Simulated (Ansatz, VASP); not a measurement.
# PbS: VASP beside Ansatz

File POSCAR:

```
PbS
1.0
    0.0000000000      3.0469773297      3.0469773297
    3.0469773297      0.0000000000      3.0469773297
    3.0469773297      3.0469773297      0.0000000000
Pb S
1 1
Direct
    0.0000000000      0.0000000000      0.0000000000
    0.5000000000      0.5000000000      0.5000000000
```

The input INCAR.step1:

```
SYSTEM = PbS
ALGO = Normal ; EDIFF = 1E-4
ENCUT = 520 ; GGA = PE
ISMEAR = 0 ; LASPH = .True.
LCHARG = .False. ; LREAL = .False.
LWAVE = .True. ; NBANDS = 17
NELM = 60 ; PREC = Accurate
SIGMA = 0.01
```

INCAR.step2

```
SYSTEM = PbS
ALGO = Normal ; EDIFF = 1E-6
ENCUT = 520 ; ISIF = 2
ISMEAR = 0 ; ISTART = 1
LASPH = .True. ; LCHARG = .True.
LELF = .True. ; LMIXTAU = .True.
LREAL = .False. ; LVHAR = .True.
LWAVE = .False. ; METAGGA = R2SCAN
NBANDS = 17 ; NELM = 60
PREC = Accurate ; SIGMA = 0.01
```

KPOINTS

```
k-points
0
Gamma
  8 8 8
  0 0 0
```

Input for Ansatz:

```yaml
crystal:
  lattice:
    - [0.0, 3.0469773297, 3.0469773297]
    - [3.0469773297, 0.0, 3.0469773297]
    - [3.0469773297, 3.0469773297, 0.0]
  atoms:
    - { symbol: Pb, position: [0.0, 0.0, 0.0] }
    - { symbol: S, position: [0.5, 0.5, 0.5] }
kpoints:
  mp_grid: { grid: [8, 8, 8] }
  band_path:
    path:
      - [0.0, 0.0, 0.0]
      - [0.5, 0.0, 0.5]
      - [0.625, 0.25, 0.625]
      - [0.375, 0.375, 0.75]
      - [0.5, 0.5, 0.5]
      - [0.5, 0.25, 0.75]
      - [0.0, 0.0, 0.5]
    npoints: 1
hamiltonian:
  xc: r2scan
scf:
  occupations: { method: fixed }
  n_extra_bands: 4
output:
  forces: true
  stress: true
  eigenvalues: true
```

Change from the starting cell: hydrostatic strain +2.0%.

Alike in both runs: task single point; functional r2SCAN; k mesh 8 × 8 × 8; no spin polarisation.

|  | VASP | Ansatz |
| --- | --- | --- |
| version | VASP 6.6.1 | Ansatz 0.2.0 |
| potentials or method | VASP PAW PBE potentials, release 64 (Pb_d, S) | plane waves, PAW |
| plane-wave cutoff (eV) | 520 | 500 |
| occupations | gaussian, width 0.01 eV | fixed |
| valence electrons in the cell | 20 | 20 |

|  | VASP | Ansatz | Ansatz less VASP |
| --- | --- | --- | --- |
| gap on the k mesh at the Fermi level (eV) | 0.90 | 0.89 | -0.008 |
| pressure (GPa) | -3.1 | -3.0 | +0.03 |

VASP's potentials were made for PBE, not for r2SCAN.

Spin-orbit coupling is off throughout.
